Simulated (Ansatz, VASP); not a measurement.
## TaN in VASP and in Ansatz

```
Ta N
1.0
     0.00000    2.17384    2.17384
     2.17384    0.00000    2.17384
     2.17384    2.17384    0.00000
Ta N
1 1
Direct
  0.49674 0.50326 0.50326
  0.04209 0.95791 0.95791
```

Change from the starting cell: mode 4 frozen in at -0.183 Å and mode 6 at +0.000 Å (largest displacements).

Alike in both runs: task single point; functional LDA; k mesh 18 × 18 × 18; occupations gaussian, width 0.15 eV; no spin polarisation.

|  | VASP | Ansatz |
| --- | --- | --- |
| version | VASP 6.6.1 | Ansatz 0.2.0 |
| potentials or method | VASP PAW LDA potentials, release 64 (Ta_pv, N), cutoff 520 eV | scalar-relativistic, plane waves, PAW |
| valence electrons in the cell | 16 | 18 |

Ansatz gave:

| Item | Value |
| --- | --- |
| gap on the k mesh at the Fermi level (eV) | none |
| pressure (GPa) | 7.4 |
| traceless stress, the component that is largest in VASP (GPa) | 14.60 |
| rms of the force components (eV/Å) | 1.303 |

Estimate VASP's values.

gap on the k mesh at the Fermi level (eV): none; pressure (GPa): 9.7; traceless stress, the component that is largest in VASP (GPa): 14.92; rms of the force components (eV/Å): 1.329.

Ansatz warns that its potentials were made for another functional, while VASP's fit it. LDA's correlation is that of Perdew and Zunger in VASP and of Perdew and Wang (1992) in Ansatz. Atom by atom the forces differ by 0.026 eV/Å (rms over components). A gap of «none» marks a metal or a gap that the smearing closes. VASP's potentials hold 16 valence electrons a cell and Ansatz's 18, so a difference there can come from the potentials and not from the codes.

Neither program's run includes spin-orbit coupling.
